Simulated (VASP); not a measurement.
Here is a VASP 6.6.1 calculation.

INCAR

```
PREC = Accurate
ENCUT = 520
EDIFF = 1E-7
ISMEAR = 1
SIGMA = 0.159
LREAL = False
LASPH = True
NELM = 100
ALGO = Normal
ISIF = 2
LWAVE = False
LCHARG = True
GGA = PS
LELF = True
LVHAR = True
NBANDS = 35
```

Contents of KPOINTS:

```
Automatic mesh
0
Gamma
  12 12 2
```

File POSCAR:

```
MoS2
1.0
    3.0788000000      0.0000000000      0.0000000000
   -1.5394000000      2.6663190132      0.0000000000
    0.0000000000      0.0000000000     12.6960000000
Mo S
2 4
Direct
    0.3333333333      0.6666666667      0.2500000000
    0.6666666667      0.3333333333      0.7500000000
    0.3333333333      0.6666666667      0.6259932117
    0.6666666667      0.3333333333      0.1259932117
    0.3333333333      0.6666666667      0.8740067883
    0.6666666667      0.3333333333      0.3740067883
```

Potentials or basis: VASP PAW PBE potentials, release 64 (Mo_sv, S).

Launch:

```console
$ cat potpaw_PBE.64/Mo_sv/POTCAR potpaw_PBE.64/S/POTCAR > POTCAR
$ mpirun -np 1 vasp_std > vasp.out
```

**Question.** Predict the band gap on the k mesh.

**Answer.** 1.10 eV, indirect (least direct gap 1.98 eV).

**Question.** Estimate the largest force.

**Answer.** 0.142 eV/Å.

Forces in eV/Å, atoms in the order of the input:
```
Mo   0.000  0.000  0.000
Mo   0.000  0.000  0.000
S    0.000  0.000 -0.142
S    0.000  0.000 -0.142
S    0.000  0.000  0.142
S    0.000  0.000  0.142
```

Caveat: the PAW data sets were made with another functional, which shifts forces and pressure a little. A k mesh can miss the band edges.
